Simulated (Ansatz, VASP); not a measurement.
**Two plane-wave programs on InAs**

```
CELL_PARAMETERS angstrom
0.00000 3.03118 3.03118
3.03118 0.00000 3.03118
3.03118 3.03118 0.00000
ATOMIC_POSITIONS crystal
In 0.00000 0.00000 0.00000
As 0.25000 0.25000 0.25000
```

Alike in both runs: task single point; functional PBE; k mesh 6 × 6 × 6; occupations fermi-dirac, width 0.02 eV; no spin polarisation.

|  | VASP | Ansatz |
| --- | --- | --- |
| version | VASP 6.6.1 | Ansatz 0.2.0 |
| potentials or method | VASP PAW PBE potentials, release 64 (In_d, As) | plane waves, PAW |
| plane-wave cutoff (eV) | 520 | 420 |
| valence electrons in the cell | 18 | 28 |

VASP gave:

| Property | Result |
| --- | --- |
| pressure (GPa) | 3.6 |

Problem. Estimate Ansatz's values.

Solution. Pressure (GPa): 3.5.

With one functional, cell and mesh, what is left measures potentials, basis and numerics. VASP's potentials hold 18 valence electrons a cell and Ansatz's 28, so a difference there can come from the potentials and not from the codes.
